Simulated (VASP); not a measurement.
Al2O3, 10 atoms in the cell. It takes space group R-3c (No. 167, trigonal). Conventional cell: a = 4.627 Å, b = 4.627 Å, c = 12.582 Å, α = 90.00°, β = 90.00°, γ = 120.00°. Al (site symmetry 3) has 6 O at 1.80 to 1.91 Å within 2.4 Å. Within 2.4 Å of O (site symmetry 2) lie 4 Al at 1.80 to 1.91 Å. 

| Item | Value |
| --- | --- |
| Program | VASP 6.6.1 |
| Task | single point |
| Functional | LDA |
| Potentials or basis | VASP PAW LDA potentials, release 64 (Al, O) |
| Cutoff | 520 eV |
| k mesh | 6 × 6 × 6 |
| Occupations | gaussian, width 0.1 eV |
| Spin | no spin polarisation |
| Dipole correction | no |
| Further INCAR settings | ALGO = Normal; EDIFF = 1e-07; NBANDS = 35 |

Potentials or basis: VASP PAW LDA potentials, release 64 (Al, O).

Command:

```sh
$ cat potpaw_LDA.64/Al/POTCAR potpaw_LDA.64/O/POTCAR > POTCAR
$ mpirun -np 1 vasp_std > vasp.out
```

Hardware: 1 thread of Intel Xeon 6975P-C (shared host).

Task: How long does it take, and how much memory?

Result: It took 100 s on 1 thread of Intel Xeon 6975P-C, with other jobs on the host, peak memory 0.22 GiB. Counts: scf iterations 14, k points 32.
